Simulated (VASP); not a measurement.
Write the native input for VASP 6.6.1 that does the following.

- Task: single point
- Functional: PBE
- Potentials or basis: VASP PAW PBE potentials, release 64 (Pb_d, S)
- Cutoff: 520 eV
- k mesh: 6 × 6 × 6
- Occupations: gaussian, width 0.01 eV
- Spin: no spin polarisation
- Dipole correction: no
- Further INCAR settings: ALGO = Normal; EDIFF = 1e-07; NBANDS = 17

The structure of PbS lies in POSCAR:

```
PbS
1.0
    0.0000000000      3.3009775006      3.3009775006
    3.3009775006      0.0000000000      3.3009775006
    3.3009775006      3.3009775006      0.0000000000
Pb S
1 1
Direct
    0.0000000000      0.0000000000      0.0000000000
    0.2500000000      0.2500000000      0.2500000000
```

One way to write it, as run:

INCAR

```
SYSTEM = PbS
PREC     = Accurate       ! precision mode
ENCUT    = 520            ! plane-wave cutoff, eV
EDIFF    = 1E-7           ! SCF threshold, eV
ISMEAR   = 0              ! smearing method
SIGMA    = 0.01           ! smearing width, eV
LREAL    = .False.        ! projectors in reciprocal space
LASPH    = .True.         ! aspherical terms in the spheres
NELM     = 100            ! most SCF steps
ALGO     = Normal         ! electronic algorithm
ISIF     = 2              ! what is computed and relaxed
LWAVE    = .False.        ! write WAVECAR
LCHARG   = .True.         ! write CHGCAR
GGA      = PE             ! functional
LELF     = .True.         ! ELF
LVHAR    = .True.       
NBANDS   = 17             ! bands
```

KPOINTS

```
regular mesh
0
Gamma
  6 6 6
  0 0 0
```

Potentials or basis: VASP PAW PBE potentials, release 64 (Pb_d, S).

Run with:

```console
$ cat potpaw_PBE.64/Pb_d/POTCAR potpaw_PBE.64/S/POTCAR > POTCAR
$ mpirun -np 1 vasp_std > vasp.out
```

It gave:

| Item | Value |
| --- | --- |
| Pressure | 0.7 GPa |
| Band gap on the k mesh | 0.91 eV, indirect (least direct gap 1.27 eV) |

Caveat: spin-orbit coupling is left out, which moves the levels of the heavy elements.

Run time: 9.9 s on 1 thread of Intel(R) Xeon(R) 6975P-C (Granite Rapids) (shared host), peak memory 0.2 GiB.
